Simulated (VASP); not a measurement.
A run of VASP 6.6.1 is set up as follows.

Contents of INCAR:

```
PREC     = Accurate       # precision mode
ENCUT    = 520            # plane-wave cutoff, eV
EDIFF    = 1E-6           # SCF threshold, eV
ISMEAR   = -1             # smearing method
SIGMA    = 0.05           # smearing width, eV
LREAL    = F              # projectors in reciprocal space
LASPH    = T              # aspherical terms in the spheres
NELM     = 150            # most SCF steps
ALGO     = Normal         # electronic algorithm
ISIF     = 2              # what is computed and relaxed
LWAVE    = F              # write WAVECAR
LCHARG   = F              # write CHGCAR
ISPIN    = 2              # spin polarisation
MAGMOM   = 1.5            # initial moments
LORBIT   = 11             # projections on sites
LMAXMIX  = 4              # l up to which the mixer works
GGA      = CA             # functional
NBANDS   = 15             # bands
```

KPOINTS

```
regular mesh
0
Gamma
  18 18 18
```

File POSCAR:

```
Ni
1.0
    0.0000000000      1.7679500000      1.7679500000
    1.7679500000      0.0000000000      1.7679500000
    1.7679500000      1.7679500000      0.0000000000
Ni
1
Direct
    0.0000000000      0.0000000000      0.0000000000
```

Potentials or basis: VASP PAW LDA potentials, release 64 (Ni).

Run with:

```sh
$ cat potpaw_LDA.64/Ni/POTCAR > POTCAR
$ mpirun -np 1 vasp_std > vasp.out
```

(1) What does it give for the net moment?

(2) Estimate the pressure.

(3) What does it give for the site moments?

## Answers

(1) 0.60 μB per cell.

(2) -19.3 GPa.

(3) Ni +0.61 μB.
